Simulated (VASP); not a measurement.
# SnTe (Pm-3m) in VASP: further runs, part 2 of 2

VASP 6.6.1. The steps go on from the part before.

## Step 4: Relaxation of cell and atoms, HF

POSCAR reads:

```
SnTe
1.0
    3.9047000000      0.0000000000      0.0000000000
    0.0000000000      3.9047000000      0.0000000000
    0.0000000000      0.0000000000      3.9047000000
Te Sn
1 1
Direct
    0.5000000000      0.5000000000      0.5000000000
    0.0000000000      0.0000000000      0.0000000000
```

INCAR.step1 reads:

```
PREC = Accurate
ENCUT = 500
EDIFF = 1E-5
ISMEAR = -1
SIGMA = 0.05
LREAL = False
LASPH = True
NELM = 120
ALGO = Normal
LWAVE = True
LCHARG = False
GGA = PE
NBANDS = 17
GGA_COMPAT = False
IBRION = 2
ISIF = 3
EDIFFG = -0.005
NELMIN = 4
NSW = 100
```

INCAR.step2 reads:

```
PREC = Accurate
ENCUT = 500
EDIFF = 1E-7
ISMEAR = -1
SIGMA = 0.05
LREAL = False
LASPH = True
NELM = 120
ALGO = Normal
ISIF = 3
LWAVE = False
LCHARG = False
GGA = PE
LHFCALC = True
AEXX = 1.0
ALDAC = 0.0
AGGAC = 0.0
PRECFOCK = Normal
IBRION = 2
NSW = 60
EDIFFG = -0.01
ISTART = 1
GGA_COMPAT = False
NELMIN = 4
```

KPOINTS reads:

```
regular mesh
0
Gamma
  4 4 4
```

Potentials or basis: VASP PAW PBE potentials, release 64 (Te, Sn_d).

The run is started by

```
> cat potpaw_PBE.64/Te/POTCAR potpaw_PBE.64/Sn_d/POTCAR > POTCAR
> cp INCAR.step1 INCAR
> mpirun -np 1 vasp_std > vasp.out
> cp INCAR.step2 INCAR
> mpirun -np 1 vasp_std > vasp.out
```

OUTCAR:

```text
PREC = Accurate
   ENCUT = 500
   EDIFF = 1E-7
   ISMEAR = -1
   LREAL = False
   LASPH = True
   NELM = 120
   ISIF = 3
   GGA = PE
   LHFCALC = True
   AEXX = 1.0
   PRECFOCK = Normal
   IBRION = 2
   NSW = 60
   EDIFFG = -0.01
   ISTART = 1
   NELMIN = 4

 ion  position               nearest neighbor table
   1  0.500  0.500  0.500-   2 3.38   2 3.38   2 3.38   2 3.38   2 3.38   2 3.38   2 3.38   2 3.38

   2  0.000  0.000  0.000-   1 3.38   1 3.38   1 3.38   1 3.38   1 3.38   1 3.38   1 3.38   1 3.38

  LATTYP: Found a simple cubic cell.
 ALAT       =     3.9047000000

  Lattice vectors:

 A1 = (   3.9047000000,   0.0000000000,   0.0000000000)
 A2 = (   0.0000000000,   3.9047000000,   0.0000000000)
[... 177 lines left out ...]
  Total        1.4400509      1.4400509      1.4400509     -0.0000000     -0.0000000      0.0000000
  in kB       38.7547907     38.7547907     38.7547907     -0.0000000     -0.0000000      0.0000000
  external PRESSURE =      38.7547907 kB  Pullay stress =       0.0000000 kB
[... 59 lines left out ...]
--------------------------------------- Ionic step        3  -------------------------------------------

 number of electron      20.0000024 magnetization

 Free energy of the ion-electron system (eV)
  ---------------------------------------------------
  ext. energy  EPLUGINS =         0.00000000
  ---------------------------------------------------
  free energy    TOTEN  =       -16.38543877 eV

  energy without entropy =      -16.38543877  energy(sigma->0) =      -16.38543877

 E-fermi :   6.4208     XC(G=0):   0.0000

 val. band max:        5.4201644583   @ k =   0.5000   0.5000   0.5000
 cond. band min:       7.4484136633   @ k =   0.5000   0.0000   0.0000
 fundamental gap:      2.0282492050
 Fermi energy:         6.4208130961

 k-point     1 :       0.0000    0.0000    0.0000
  band No.  band energies     occupation
      1     -26.1180      2.00000
      2     -26.1180      2.00000
      3     -26.1022      2.00000
      4     -26.1022      2.00000
      5     -26.1022      2.00000
      6     -11.6282      2.00000
      7      -2.1752      2.00000
      8       2.2799      2.00000
      9       2.2799      2.00000
     10       2.2799      2.00000
     11      14.0891      0.00000
     12      14.0891      0.00000
     13      15.9890      0.00000
     14      15.9890      0.00000
[... 180 lines left out ...]
  FREE ENERGIE OF THE ION-ELECTRON SYSTEM (eV)
  ---------------------------------------------------
  free  energy   TOTEN  =       -16.3854387747 eV

  energy  without entropy=      -16.3854387743  energy(sigma->0) =      -16.38543877

 reached required accuracy - stopping structural energy minimisation
```

OSZICAR.step1:

```text
N       E                     dE             d eps       ncg     rms          rms(c)
DAV:   1     0.123896736145E+03    0.12390E+03   -0.91848E+03   341   0.133E+03
DAV:   2     0.347427255561E+01   -0.12042E+03   -0.11751E+03   372   0.344E+02
DAV:   3    -0.674559969773E+01   -0.10220E+02   -0.10035E+02   439   0.849E+01
DAV:   4    -0.702393483049E+01   -0.27834E+00   -0.27777E+00   412   0.143E+01
[... 27 lines left out ...]
       N       E                     dE             d eps       ncg     rms          rms(c)
DAV:   1    -0.692183281981E+01   -0.69700E-05   -0.10748E-04   317   0.143E-01    0.137E-02
DAV:   2    -0.692182848468E+01    0.43351E-05   -0.74093E-06   173   0.355E-02    0.574E-03
DAV:   3    -0.692182747399E+01    0.10107E-05   -0.18927E-06   173   0.189E-02    0.252E-03
DAV:   4    -0.692182713341E+01    0.34057E-06   -0.52647E-07   173   0.804E-03
   5 F= -.69218271E+01 E0= -.69077094E+01  d E =-.189558E-04
```

Run time: 21 min. Hardware: 1 thread of Intel Xeon 6975P-C (Granite Rapids), shared host; peak memory 0.17 GiB.

What came out:

| Property | Result |
| --- | --- |
| Free energy | -16.3854 eV |
| Relaxed volume | 32.09 Å³/atom |
| Relaxed cell | a = 4.004 Å, b = 4.004 Å, c = 4.004 Å, α = 90.00°, β = 90.00°, γ = 90.00° |
| Space group after relaxing (to 0.05 Å) | Pm-3m (No. 221) |
| Energy gained by relaxing | 26.3 meV/atom |
| Ionic steps | 3 |
| Pressure after relaxing | 0.0 GPa |
| Band gap on the k mesh | zero (band 10 reaches 7.45 eV, above the bottom of band 11 at 5.42 eV) |

The path:
| step | energy change (eV) | largest force (eV/Å) | pressure (GPa) | volume (Å³) |
| --- | --- | --- | --- | --- |
| 1 | 0.0000 | 0.0000 | 3.88 | 59.53 |
| 2 | -0.0464 | 0.0000 | -1.12 | 65.96 |
| 3 | -0.0527 | 0.0000 | 0.00 | 64.18 |

Final structure:
```xyz
2
Lattice="4.0037 0.0000 0.0000 0.0000 4.0037 0.0000 0.0000 0.0000 4.0037" Properties=species:S:1:pos:R:3 pbc="T T T"
Te    2.0018    2.0018    2.0018
Sn    0.0000    0.0000    0.0000
```

Levels at points of the mesh, in eV from the Fermi level:
```
           k point  band 6  band 7  band 8  band 9  band 10  band 11  band 12  band 13  band 14
(0.00, 0.00, 0.00)  -18.05   -8.60   -4.14   -4.14    -4.14     7.67     7.67     9.57     9.57
(0.50, 0.00, 0.00)  -16.37  -12.85   -2.34   -2.34     1.03     2.77     5.53     5.53    10.00
(0.50, 0.50, 0.00)  -15.35  -10.21   -7.93   -7.93    -1.62     7.30     7.91     7.91     9.21
(0.50, 0.50, 0.50)  -14.70   -8.81   -5.47   -5.47    -5.47    -1.00    -1.00    -1.00    14.76
```

Caveat: the k points lie up to 0.39 Å⁻¹ apart in the final cell; the PAW data sets were made with another functional, which shifts forces and pressure a little; spin-orbit coupling is left out, which moves the levels of the heavy elements.

## Step 5: Single point, HSE06

This run uses another cell than the first one, of 29.04 Å³/atom, 0.976 times its volume.

POSCAR reads:

```
SnTe
1.0
    3.8728631542      0.0000000000      0.0000000000
    0.0000000000      3.8728631542      0.0000000000
    0.0000000000      0.0000000000      3.8728631542
Te Sn
1 1
Direct
    0.5000000000      0.5000000000      0.5000000000
    0.0000000000      0.0000000000      0.0000000000
```

INCAR.step1 reads:

```
ALGO = Normal
EDIFF = 1E-5
ENCUT = 520
GGA = PE
ISIF = 2
ISMEAR = -1
LASPH = T
LCHARG = F
LREAL = F
LWAVE = T
NBANDS = 17
NELM = 60
PREC = Accurate
SIGMA = 0.05
```

INCAR.step2 reads:

```
ALGO = Normal
EDIFF = 1E-7
ENCUT = 520
GGA = PE
HFSCREEN = 0.2079
ISIF = 2
ISMEAR = -1
ISTART = 1
LASPH = T
LCHARG = F
LHFCALC = T
LREAL = F
LWAVE = F
NBANDS = 17
NELM = 60
PREC = Accurate
PRECFOCK = Normal
SIGMA = 0.05
```

KPOINTS reads:

```
k-points
0
Gamma
  4 4 4
```

The run is started by

```
> cat potpaw_PBE.64/Te/POTCAR potpaw_PBE.64/Sn_d/POTCAR > POTCAR
> cp INCAR.step1 INCAR
> mpirun -np 1 vasp_std > vasp.out
> cp INCAR.step2 INCAR
> mpirun -np 1 vasp_std > vasp.out
```

It took 24 min on 1 thread of AMD EPYC 7R43 (Zen 3), shared host; peak memory 0.25 GiB.

Results (log left out):

```yaml
Free_energy: -8.2910 eV
Pressure: -0.1 GPa
Band_gap_on_the_k_mesh: zero (band 10 reaches 7.48 eV, above the bottom of band 11 at 5.80 eV)
```

Levels at points of the mesh, in eV from the Fermi level:
| k point | band 7 | band 8 | band 9 | band 10 | band 11 | band 12 | band 13 | band 14 |
| --- | --- | --- | --- | --- | --- | --- | --- | --- |
| (0.00, 0.00, 0.00) | -5.64 | -2.09 | -2.09 | -2.09 | 3.96 | 3.96 | 6.29 | 6.29 |
| (0.50, 0.00, 0.00) | -9.27 | -0.38 | -0.38 | 0.20 | 0.48 | 2.56 | 2.56 | 5.92 |
| (0.50, 0.50, 0.00) | -7.08 | -5.54 | -5.54 | 0.32 | 4.01 | 4.51 | 4.51 | 6.54 |
| (0.50, 0.50, 0.50) | -5.73 | -3.35 | -3.35 | -3.35 | -1.36 | -1.36 | -1.36 | 15.35 |

Caveat: the k points lie up to 0.41 Å⁻¹ apart; the PAW data sets were made with another functional, which shifts forces and pressure a little; spin-orbit coupling is left out, which moves the levels of the heavy elements.

## Step 6: Summary

| task | level | spin | cell | k mesh | cutoff (eV) | grid for exact exchange (PRECFOCK) | screening parameter | gap on the mesh (eV) | pressure (GPa) | relaxed volume (Å³/atom) |
| --- | --- | --- | --- | --- | --- | --- | --- | --- | --- | --- |
| relaxation of cell and atoms | PBE | off | relaxed from a = 3.905 Å, 2 atoms | 7 × 7 × 7 | 600 | - | - | none | 0.0 | 28.84 |
| single point | PBE | non-collinear, zero start, SOC | a = 3.905 Å, 2 atoms | 5 × 5 × 5 | 520 | - | - | - | -0.4 | - |
| relaxation of cell and atoms | HF | off | relaxed from a = 3.905 Å, 2 atoms | 4 × 4 × 4 | 500 | Normal | - | none | 0.0 | 32.09 |
| single point | HSE06 | off | a = 3.873 Å, 2 atoms | 4 × 4 × 4 | 520 | Normal | 0.2079 1/Å | none | -0.1 | - |

Alike in all rows: potentials or basis VASP PAW PBE potentials, release 64 (Te, Sn_d); smearing fermi-dirac 0.05 eV.

Caveats: some runs use coarse meshes; spin-orbit coupling is left out, which moves the levels of the heavy elements (some runs); the PAW data sets were made with another functional, which shifts forces and pressure a little (some runs).

Absolute energies hang on the potentials; compare differences alone.
